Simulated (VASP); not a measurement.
Write the native input for VASP 6.6.1 that does the following.

| Item | Value |
| --- | --- |
| Task | single point |
| Functional | PBE |
| Dispersion | D3(BJ) |
| Potentials or basis | VASP PAW PBE potentials, release 64 (W_sv, Br, Cl, O) |
| Cutoff | 520 eV |
| k mesh | 8 × 6 × 6 |
| Occupations | gaussian, width 0.05 eV |
| Spin | no spin polarisation |
| Dipole correction | no |
| Further INCAR settings | ALGO = Normal; EDIFF = 1e-06; NBANDS = 33 |

The structure of WBrCl3O lies in POSCAR:

```
WBrCl3O
1.0
    3.9064323425     -0.0017316811      0.0126510597
    1.9403212445      6.0798969100     -0.1281911936
    1.9698079037     -0.0672932138      6.1910776846
W Br Cl O
1 1 3 1
Direct
    0.0111066903      0.9976512350      0.9961851633
    0.8022580666      0.2028165489      0.3424451193
    0.0110845285      0.3213678268      0.8181104813
    0.1502149169      0.6751962318      0.1756905741
    0.3409464342      0.8049463517      0.6714419844
    0.5623883636      0.9980218059      0.9961276775
```

These files were run (other wordings do the same):

INCAR

```
  ALGO = Normal
  EDIFF = 1E-6
  ENCUT = 520
  GGA = PE
  ISIF = 2
  ISMEAR = 0
  IVDW = 12
  LASPH = True
  LCHARG = False
  LREAL = False
  LWAVE = False
  NBANDS = 33
  NELM = 100
  PREC = Accurate
  SIGMA = 0.05
```

KPOINTS

```
k-points
0
Gamma
  8 6 6
```

Potentials or basis: VASP PAW PBE potentials, release 64 (W_sv, Br, Cl, O).

Run with:

```bash
$ cat potpaw_PBE.64/W_sv/POTCAR potpaw_PBE.64/Br/POTCAR potpaw_PBE.64/Cl/POTCAR potpaw_PBE.64/O/POTCAR > POTCAR
$ mpirun -np 1 vasp_std > vasp.out
```

It gave:

* Pressure: 0.2 GPa
* Largest force: 0.401 eV/Å
* Band gap on the k mesh: 1.58 eV
* Dispersion energy per atom: -0.213 eV

Caveat: spin-orbit coupling is left out, which moves the levels of the heavy elements.

Wall time 20 min on 1 thread of Intel Xeon 8259CL, on a shared host, peak memory 0.76 GiB.
